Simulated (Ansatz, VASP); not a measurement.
One calculation of GaAs, two programs

```
CELL_PARAMETERS angstrom
4.24976 0.00000 0.00000
-2.12488 3.68040 0.00000
0.00000 0.00000 5.77324
ATOMIC_POSITIONS crystal
Ga 0.33333 0.66667 0.25000
Ga 0.66667 0.33333 0.75000
As 0.66667 0.33333 0.25000
As 0.33333 0.66667 0.75000
```

Alike in both runs: task single point; functional r2SCAN; k mesh 12 × 12 × 4; occupations fermi-dirac, width 0.02 eV; no spin polarisation.

|  | VASP | Ansatz |
| --- | --- | --- |
| version | VASP 6.6.1 | Ansatz 0.2.0 |
| potentials or method | VASP PAW PBE potentials, release 64 (Ga_d, As) | plane waves, PAW |
| plane-wave cutoff (eV) | 520 | 500 |
| valence electrons in the cell | 36 | 56 |

```tsv
	VASP	Ansatz	Ansatz less VASP
pressure (GPa)	0.0	-0.1	-0.10
traceless stress, the component that is largest in VASP (GPa)	0.92	1.02	+0.093
```

VASP's potentials were made for PBE, not for r2SCAN. VASP's potentials hold 36 valence electrons a cell and Ansatz's 56, so a difference there can come from the potentials and not from the codes.
